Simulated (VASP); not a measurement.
**WO: single point with r2SCAN+U**

WO:

```
W O
1.0
     2.78974    0.00000    0.00000
    -1.39487    2.41599    0.00000
     0.00000    0.00000    6.38467
W O
2 2
Direct
  0.00000 0.00000 0.00000
  0.00000 0.00000 0.50000
  0.33333 0.66667 0.25000
  0.66667 0.33333 0.75000
```

```yaml
Program: VASP 6.6.1
Task: single point
Functional: r2SCAN
Potentials_or_basis: VASP PAW PBE potentials, release 64 (W_sv, O)
Cutoff: 520 eV
k_mesh: 12 × 12 × 8
Occupations: gaussian, width 0.1 eV
Spin: no spin polarisation
Hubbard_terms: W d U = 6.2 eV
```

```yaml
Pressure: 8.1 GPa
Band_gap_on_the_k_mesh: zero (bands 20 and 21 overlap by 3.32 eV)
```

Stress tensor (GPa, compression positive):
```
 4.52  0.00  0.00
 0.00  4.52  0.00
 0.00  0.00 15.12
```

Levels at points of the mesh, in eV from the Fermi level:
```tsv
k point	band 16	band 17	band 18	band 19	band 20	band 21	band 22	band 23	band 24	band 25
(0.00, 0.00, 0.00)	-5.50	-5.50	-2.79	-2.14	-2.14	-1.52	-1.52	-0.59	3.32	3.32
(0.50, 0.00, 0.00)	-6.22	-5.91	-5.37	0.99	1.58	1.68	2.37	2.78	4.08	4.30
(0.00, 0.00, 0.50)	-6.17	-4.34	-4.34	-1.67	-1.67	-1.67	-1.67	1.47	1.47	3.54
(0.50, 0.00, 0.50)	-6.84	-5.28	-5.28	1.38	1.38	2.42	2.42	2.62	2.62	4.81
```

Eigenvalues of the final occupation matrices:
```
    site  spin  trace               eigenvalues
site 1 d     1   1.69  0.12 0.12 0.41 0.53 0.53
site 1 d     2   1.69  0.12 0.12 0.41 0.53 0.53
site 2 d     1   1.69  0.12 0.12 0.41 0.53 0.53
site 2 d     2   1.69  0.12 0.12 0.41 0.53 0.53
```

It took 5.8 min on 1 thread of Intel(R) Xeon(R) Platinum 8259CL CPU @ 2.50GHz (Skylake/Cascade Lake), on a shared host, peak memory 0.24 GiB.

Caveat: the stress differs along the axes, from 5 to 15 GPa; the PAW data sets were made with another functional, which shifts forces and pressure a little; spin-orbit coupling is left out, which moves the levels of the heavy elements; U without spin polarisation on a metal has little footing.
